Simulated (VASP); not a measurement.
# LaBeAsO (P4/nmm) in VASP: relaxation of cell and atoms with r2SCAN

Aim: the relaxation of cell and atoms of LaBeAsO with r2SCAN.

Program: VASP 6.6.1. These are calculated values, not measurements. Logs are shortened: lines on timing, memory, paths and dates and some standing lists are left out, and cuts for length are marked.

### Step 1. The cell of the first run

Symmetry: P4/nmm, No. 129, tetragonal system. The conventional cell has a = 3.939 Å, b = 3.939 Å, c = 8.759 Å, α = 90.00°, β = 90.00°, γ = 90.00°. Within 3.0 Å of La (site symmetry 4mm) lie 4 O at 2.30 Å. Be (site symmetry -4m2) has 4 As at 2.43 Å and 4 Be at 2.79 Å within 3.2 Å. As (site symmetry 4mm) has 4 Be at 2.43 Å and 4 La at 3.29 Å within 3.3 Å. O (site symmetry -4m2) has 4 La at 2.30 Å and 4 O at 2.79 Å within 3.0 Å.

### Step 2. Relaxation of cell and atoms, r2SCAN

File POSCAR:

```
LaBeAsO
1.0
    3.9388350000      0.0000000000      0.0000000000
    0.0000000000      3.9388350000      0.0000000000
    0.0000000000      0.0000000000      8.7586730000
La Be As O
2 2 2 2
Direct
    0.2500000000      0.2500000000      0.1365000000
    0.7500000000      0.7500000000      0.8635000000
    0.7500000000      0.2500000000      0.5000000000
    0.2500000000      0.7500000000      0.5000000000
    0.2500000000      0.2500000000      0.6625000000
    0.7500000000      0.7500000000      0.3375000000
    0.7500000000      0.2500000000      0.0000000000
    0.2500000000      0.7500000000      0.0000000000
```

File INCAR.step1:

```
  PREC = Accurate
  ENCUT = 600
  ISMEAR = -1
  SIGMA = 0.1
  LREAL = F
  LASPH = T
  NELM = 100
  GGA = PE
  ALGO = Normal
  EDIFF = 1E-4
  LWAVE = T
  LCHARG = F
```

File INCAR.step2:

```
  PREC = Accurate
  ENCUT = 600
  EDIFF = 1E-7
  ISMEAR = -1
  SIGMA = 0.1
  LREAL = F
  LASPH = T
  NELM = 100
  ALGO = Normal
  ISIF = 3
  LWAVE = F
  LCHARG = F
  METAGGA = R2SCAN
  LMIXTAU = T
  IBRION = 2
  NSW = 60
  EDIFFG = -0.01
  ISTART = 1
```

File KPOINTS:

```
Automatic mesh
0
Gamma
  5 5 2
```

Potentials or basis: VASP PAW PBE potentials, release 64 (La, Be, As, O).

Run with:

```bash
cat potpaw_PBE.64/La/POTCAR potpaw_PBE.64/Be/POTCAR potpaw_PBE.64/As/POTCAR potpaw_PBE.64/O/POTCAR > POTCAR
cp INCAR.step1 INCAR
mpirun -np 1 vasp_std > vasp.out
cp INCAR.step2 INCAR
mpirun -np 1 vasp_std > vasp.out
```

OUTCAR:

```text
PREC = Accurate
   ENCUT = 600
   EDIFF = 1E-7
   ISMEAR = -1
   LREAL = F
   LASPH = T
   NELM = 100
   ISIF = 3
   METAGGA = R2SCAN
   IBRION = 2
   NSW = 60
   EDIFFG = -0.01
   ISTART = 1

 ion  position               nearest neighbor table
   1  0.250  0.250  0.136-   7 2.30   8 2.30   8 2.30   7 2.30   6 3.29   6 3.29   6 3.29   6 3.29
                             2 3.67   2 3.67   2 3.67   2 3.67
   2  0.750  0.750  0.864-   7 2.30   8 2.30   7 2.30   8 2.30   5 3.29   5 3.29   5 3.29   5 3.29
                             1 3.67   1 3.67   1 3.67   1 3.67
   3  0.750  0.250  0.500-   5 2.43   6 2.43   6 2.43   5 2.43
   4  0.250  0.750  0.500-   5 2.43   6 2.43   5 2.43   6 2.43
   5  0.250  0.250  0.663-   3 2.43   4 2.43   4 2.43   3 2.43   2 3.29   2 3.29   2 3.29   2 3.29

   6  0.750  0.750  0.337-   3 2.43   4 2.43   3 2.43   4 2.43   1 3.29   1 3.29   1 3.29   1 3.29

   7  0.750  0.250  0.000-   1 2.30   2 2.30   2 2.30   1 2.30
   8  0.250  0.750  0.000-   1 2.30   2 2.30   1 2.30   2 2.30

  LATTYP: Found a simple tetragonal cell.
 ALAT       =     3.9388350000
 C/A-ratio  =     2.2236709585

  Lattice vectors:

 A1 = (   3.9388350000,   0.0000000000,   0.0000000000)
 A2 = (   0.0000000000,   3.9388350000,   0.0000000000)
 A3 = (   0.0000000000,   0.0000000000,   8.7586730000)

Analysis of symmetry for initial positions (statically):
=====================================================================
 Subroutine PRICEL returns:
 Original cell was already a primitive cell.

 Routine SETGRP: Setting up the symmetry group for a
 simple tetragonal supercell.

 Subroutine GETGRP returns: Found 16 space group operations
 (whereof  4 operations were pure point group operations)
 out of a pool of 16 trial point group operations.

The static configuration has the point symmetry C_2h.
 The point group associated with its full space group is D_4h.

Analysis of symmetry for dynamics (positions and initial velocities):
=====================================================================
 Subroutine PRICEL returns:
 Original cell was already a primitive cell.

 Routine SETGRP: Setting up the symmetry group for a
 simple tetragonal supercell.

 Subroutine GETGRP returns: Found 16 space group operations
 (whereof  4 operations were pure point group operations)
 out of a pool of 16 trial point group operations.

The dynamic configuration has the point symmetry C_2h.
 The point group associated with its full space group is D_4h.

 Subroutine INISYM returns: Found 16 space group operations
 (whereof  4 operations are pure point group operations),
 and found     1 'primitive' translations

----------------------------------------------------------------------------------------

                                     Primitive cell

  volume of cell :     135.8857

  direct lattice vectors                    reciprocal lattice vectors
     3.938835000  0.000000000  0.000000000     0.253882176  0.000000000  0.000000000
     0.000000000  3.938835000  0.000000000     0.000000000  0.253882176  0.000000000
     0.000000000  0.000000000  8.758673000     0.000000000  0.000000000  0.114172546

  length of vectors
     3.938835000  3.938835000  8.758673000     0.253882176  0.253882176  0.114172546

  position of ions in fractional coordinates (direct lattice)
     0.250000000  0.250000000  0.136500000
     0.750000000  0.750000000  0.863500000
     0.750000000  0.250000000  0.500000000
     0.250000000  0.750000000  0.500000000
     0.250000000  0.250000000  0.662500000
     0.750000000  0.750000000  0.337500000
     0.750000000  0.250000000  0.000000000
     0.250000000  0.750000000  0.000000000

  ion indices of the primitive-cell ions
   primitive index   ion index
                 1           1
                 2           2
                 3           3
                 4           4
                 5           5
                 6           6
                 7           7
                 8           8

----------------------------------------------------------------------------------------

 KPOINTS: Automatic mesh

Automatic generation of k-mesh.
 Grid dimensions read from file:
 generate k-points for:    5    5    2

 Generating k-lattice:

  Cartesian coordinates                     Fractional coordinates (reciprocal lattice)
     0.050776435  0.000000000  0.000000000     0.200000000  0.000000000  0.000000000
     0.000000000  0.050776435  0.000000000     0.000000000  0.200000000  0.000000000
     0.000000000  0.000000000  0.057086273     0.000000000  0.000000000  0.500000000

  Length of vectors
     0.050776435  0.050776435  0.057086273

  Shift w.r.t. Gamma in fractional coordinates (k-lattice)
     0.000000000  0.000000000  0.000000000

 Subroutine IBZKPT returns following result:
 ===========================================

 Found     12 irreducible k-points:

 Following reciprocal coordinates:
            Coordinates               Weight
  0.000000  0.000000  0.000000      1.000000
  0.200000  0.000000  0.000000      4.000000
  0.400000  0.000000  0.000000      4.000000
  0.200000  0.200000  0.000000      4.000000
  0.400000  0.200000  0.000000      8.000000
  0.400000  0.400000  0.000000      4.000000
  0.000000  0.000000  0.500000      1.000000
  0.200000  0.000000  0.500000      4.000000
  0.400000  0.000000  0.500000      4.000000
  0.200000  0.200000  0.500000      4.000000
  0.400000  0.200000  0.500000      8.000000
  0.400000  0.400000  0.500000      4.000000
   k-points           NKPTS =     12   k-points in BZ     NKDIM =     12   number of bands    NBANDS=     29
   number of dos      NEDOS =    301   number of ions     NIONS =      8
   total plane-waves  NPLWV =  71680
   dimension x,y,z NGX =    32 NGY =   32 NGZ =   70
   dimension x,y,z NGXF=    64 NGYF=   64 NGZF=  140
   ions per type =               2   2   2   2
   NGX,Y,Z   is equivalent  to a cutoff of  13.51, 13.51, 13.29 a.u.
   NGXF,Y,Z  is equivalent  to a cutoff of  27.01, 27.01, 26.57 a.u.
 SYSTEM =  unknown system
   PREC   = accura    normal or accurate (medium, high low for compatibility)
   ISTART =      1    job   : 0-new  1-cont  2-samecut
   ICHARG =      0    charge: 1-file 2-atom 10-const
   ISPIN  =      1    spin polarized calculation?
   LNONCOLLINEAR =      F non collinear calculations
   LSORBIT =      F    spin-orbit coupling
   LASPH  =      T    aspherical Exc in radial PAW
   ENCUT  =  600.0 eV  44.10 Ry    6.64 a.u.   7.87  7.87 17.49*2*pi/ulx,y,z
   NELM   =    100;   NELMIN=  2; NELMDL=  0     # of ELM steps
   EDIFF  = 0.1E-06   stopping-criterion for ELM
   LREAL  =      F    real-space projection
   EDIFFG = -.1E-01   stopping-criterion for IOM
   NSW    =     60    number of steps for IOM
   IBRION =      2    ionic relax: 0-MD 1-quasi-New 2-CG
   NFREE  =      1    steps in history (QN), initial steepest desc. (CG)
   ISIF   =      3    stress and relaxation
   ISYM   =      2    0-nonsym 1-usesym 2-fastsym
   POTIM  = 0.5000    time-step for ionic-motion
   TEBEG  =    0.0;   TEEND  =   0.0 temperature during run
   PSTRESS=    0.0 pullay stress
   NELECT =      48.0000    total number of electrons
   NUPDOWN=      -1.0000    fix difference up-down
   EMIN   =  10.00;   EMAX   =-10.00  energy-range for DOS
   EFERMI =   0.00;   METHOD = LEGACY
   ISMEAR =    -1;   SIGMA  =   0.10  broadening in eV -4-tet -1-fermi 0-gaus
   EFERMI_NEDOS =   21; number of points for ismear=-14 and -15
   IALGO  =     38    algorithm
   IMIX   =      4    mixing-type and parameters
     AMIX     =   0.40;   BMIX     =  1.00
     AMIX_MAG =   1.60;   BMIX_MAG =  1.00
  volume/ion in A,a.u.               =      16.99       114.63
  Fermi-wavevector in a.u.,A,eV,Ry     =   1.157259  2.186903 18.221585  1.339249
  Thomas-Fermi vector in A             =   2.293872
   LORBIT       =      0    0 simple, 1 ext, 2 COOP (PROOUT), +10 PAW based schemes
   METAGGA = R2SCAN    functional components
   LHFCALC =     F    Hartree Fock is set to
   AEXX    =    0.0000 exact exchange contribution
   IVDW    =     0    specifies the selected vdW correction
   LEPSILON=     F    determine dielectric tensor
   LRPA    =     F    only Hartree local field effects (RPA)
 conjugate gradient relaxation of ions
 non-spin polarized calculation
  energy-cutoff  :      600.00
  volume of cell :      135.89
 maximum number of plane-waves:      4551
 NGX is ok and might be reduce to    32
   NGX = 15   NGY = 15   NGZ = 35

--------------------------------------- Ionic step        1  -------------------------------------------

 number of electron      47.9999990 magnetization

 Free energy of the ion-electron system (eV)
  ---------------------------------------------------
  ext. energy  EPLUGINS =         0.00000000
  ---------------------------------------------------
  free energy    TOTEN  =      -125.79319602 eV

  energy without entropy =     -125.79306960  energy(sigma->0) =     -125.79313281

------------------------ aborting loop because EDIFF is reached ----------------------------------------

  FORCE on cell =-STRESS in cart. coord.  units (eV):
  Direction    XX          YY          ZZ          XY          YZ          ZX
  --------------------------------------------------------------------------------------
  -------------------------------------------------------------------------------------
  Total        3.7351387      3.7351387      2.6393432     -0.0000000     -0.0000000      0.0000000
  in kB       44.0396063     44.0396063     31.1194963     -0.0000000     -0.0000000      0.0000000
  external PRESSURE =      39.7329029 kB  Pullay stress =       0.0000000 kB
[... 107 lines left out ...]
  FREE ENERGIE OF THE ION-ELECTRON SYSTEM (eV)
  ---------------------------------------------------
  free  energy   TOTEN  =      -125.9754965496 eV

  energy  without entropy=     -125.9753261482  energy(sigma->0) =     -125.97541135

[... ionic steps 4 to 8 ...]

--------------------------------------- Ionic step        9  -------------------------------------------

 number of electron      47.9999998 magnetization

------------------------ aborting loop because EDIFF is reached ----------------------------------------

  FORCE on cell =-STRESS in cart. coord.  units (eV):
  Direction    XX          YY          ZZ          XY          YZ          ZX
  --------------------------------------------------------------------------------------
  -------------------------------------------------------------------------------------
  Total       -0.0226067     -0.0226067      0.1597420     -0.0000000      0.0000000     -0.0000000
  in kB       -0.2594293     -0.2594293      1.8331663     -0.0000000      0.0000000     -0.0000000
  external PRESSURE =       0.4381025 kB  Pullay stress =       0.0000000 kB
[... 69 lines left out ...]
  energy  without entropy=     -126.1044903129  energy(sigma->0) =     -126.10461671

--------------------------------------- Ionic step       11  -------------------------------------------

 number of electron      47.9999999 magnetization

 Free energy of the ion-electron system (eV)
  ---------------------------------------------------
  ext. energy  EPLUGINS =         0.00000000
  ---------------------------------------------------
  free energy    TOTEN  =      -126.10477986 eV

  energy without entropy =     -126.10452839  energy(sigma->0) =     -126.10465412

 E-fermi :   7.1047     XC(G=0): -10.6319

 val. band max:        6.4081980350   @ k =   0.0000   0.0000   0.0000
 cond. band min:       7.7535352470   @ k =   0.0000   0.0000   0.5000
 fundamental gap:      1.3453372119
 Fermi energy:         7.1046935349

 k-point     1 :       0.0000    0.0000    0.0000
  band No.  band energies     occupation
      1     -26.4787      2.00000
      2     -26.2383      2.00000
      3     -13.8126      2.00000
      4     -12.4169      2.00000
      5      -9.8314      2.00000
      6      -9.8314      2.00000
[... 408 lines left out ...]
  FREE ENERGIE OF THE ION-ELECTRON SYSTEM (eV)
  ---------------------------------------------------
  free  energy   TOTEN  =      -126.1047798607 eV

  energy  without entropy=     -126.1045283889  energy(sigma->0) =     -126.10465412

 reached required accuracy - stopping structural energy minimisation
```

Run time: 25 min. Hardware: 1 thread of AMD EPYC 9R45 (Zen 5), shared host; peak memory 0.3 GiB.

What came out:

| Quantity | Value |
| --- | --- |
| Free energy | -126.1048 eV |
| Relaxed volume | 17.46 Å³/atom |
| Relaxed cell | a = 3.963 Å, b = 3.963 Å, c = 8.898 Å, α = 90.00°, β = 90.00°, γ = 90.00° |
| Space group after relaxing (to 0.1 Å) | P4/nmm (No. 129) |
| Energy gained by relaxing | 38.9 meV/atom |
| Ionic steps | 11 |
| Pressure after relaxing | 0.0 GPa |
| Largest force after relaxing | 0.008 eV/Å |
| Band gap on the k mesh | 1.35 eV (least direct gap 1.38 eV) |

Forces on the atoms (eV/Å):
```
La   0.000  0.000 -0.007
La   0.000  0.000  0.007
Be   0.000  0.000  0.000
Be   0.000  0.000  0.000
As   0.000  0.000  0.008
As   0.000  0.000 -0.008
O    0.000  0.000  0.000
O    0.000  0.000  0.000
```

The path:
| step | energy change (eV) | largest force (eV/Å) | pressure (GPa) | volume (Å³) |
| --- | --- | --- | --- | --- |
| 1 | 0.0000 | 1.4088 | 3.97 | 135.89 |
| 2 | -0.1398 | 0.9137 | -4.52 | 144.34 |
| 3 | -0.1823 | 1.0265 | -2.02 | 141.47 |
| 4 | -0.2875 | 0.4336 | -0.60 | 139.59 |
| 5 | -0.3059 | 0.0863 | 0.39 | 138.43 |
| 6 | -0.3095 | 0.0868 | 0.01 | 139.20 |
| 7 | -0.3104 | 0.0875 | -0.29 | 139.81 |
| 8 | -0.3108 | 0.0961 | 0.28 | 139.48 |
| 9 | -0.3113 | 0.0463 | 0.04 | 139.61 |
| 10 | -0.3115 | 0.0211 | -0.01 | 139.68 |
| 11 | -0.3116 | 0.0077 | -0.04 | 139.71 |

Final structure:
```
La Be As O
1.0
     3.96257    0.00000    0.00000
     0.00000    3.96257    0.00000
     0.00000    0.00000    8.89773
La Be As O
2 2 2 2
Direct
  0.25000 0.25000 0.14267
  0.75000 0.75000 0.85733
  0.75000 0.25000 0.50000
  0.25000 0.75000 0.50000
  0.25000 0.25000 0.64512
  0.75000 0.75000 0.35488
  0.75000 0.25000 0.00000
  0.25000 0.75000 0.00000
```

Levels at points of the mesh, in eV from the valence-band top:
```
           k point  band 20  band 21  band 22  band 23  band 24  band 25  band 26  band 27  band 28  band 29
(0.00, 0.00, 0.00)    -2.82    -2.82    -0.39     0.00     0.00     1.38     1.41     2.35     3.60     3.69
(0.00, 0.00, 0.50)    -2.46    -2.46    -1.01    -0.08    -0.08     1.35     1.72     1.85     3.60     3.68
```

Caveat: the PAW data sets were made with another functional, which shifts forces and pressure a little; spin-orbit coupling is left out, which moves the levels of the heavy elements; an odd mesh through Γ misses points on the zone boundary, where band edges can lie.
